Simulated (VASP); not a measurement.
Cu4W, 5 atoms in the cell. It takes space group P6/mmm (No. 191, hexagonal). The conventional cell has a = 4.998 Å, b = 4.998 Å, c = 4.838 Å, α = 90.00°, β = 90.00°, γ = 120.00°. Within 3.2 Å of Cu (site symmetry 6/mmm) lie 2 W at 2.42 Å. Within 3.3 Å of Cu (site symmetry mmm) lie 4 Cu at 2.50 Å and 2 W at 2.50 Å. W (site symmetry 6/mmm) has 8 Cu at 2.42 to 2.50 Å within 3.2 Å. The cell was built from a structure type or drawn by symmetry, and may not be a known phase.

| Property | Result |
| --- | --- |
| Program | VASP 6.6.1 |
| Task | single point |
| Functional | PBE |
| Potentials or basis | VASP PAW PBE potentials, release 64 (Cu, W_sv) |
| Cutoff | 520 eV |
| k mesh | 6 × 6 × 4 |
| Occupations | gaussian, width 0.1 eV |
| Spin | no spin polarisation |
| Dipole correction | no |
| Further INCAR settings | ALGO = Normal; EDIFF = 1e-06; NBANDS = 37 |

Potentials or basis: VASP PAW PBE potentials, release 64 (Cu, W_sv).

Run with:

```bash
$ cat potpaw_PBE.64/Cu/POTCAR potpaw_PBE.64/W_sv/POTCAR > POTCAR
$ mpirun -np 1 vasp_std > vasp.out
```

Hardware: 1 thread of Intel(R) Xeon(R) Platinum 8488C (Sapphire Rapids), with other jobs on the host.

Problem. Estimate the wall time of this run.

Solution. Wall time 97 s on 1 thread of Intel(R) Xeon(R) Platinum 8488C (Sapphire Rapids), with other jobs on the host, peak memory 0.26 GiB. Counts: scf iterations 16, k points 21.
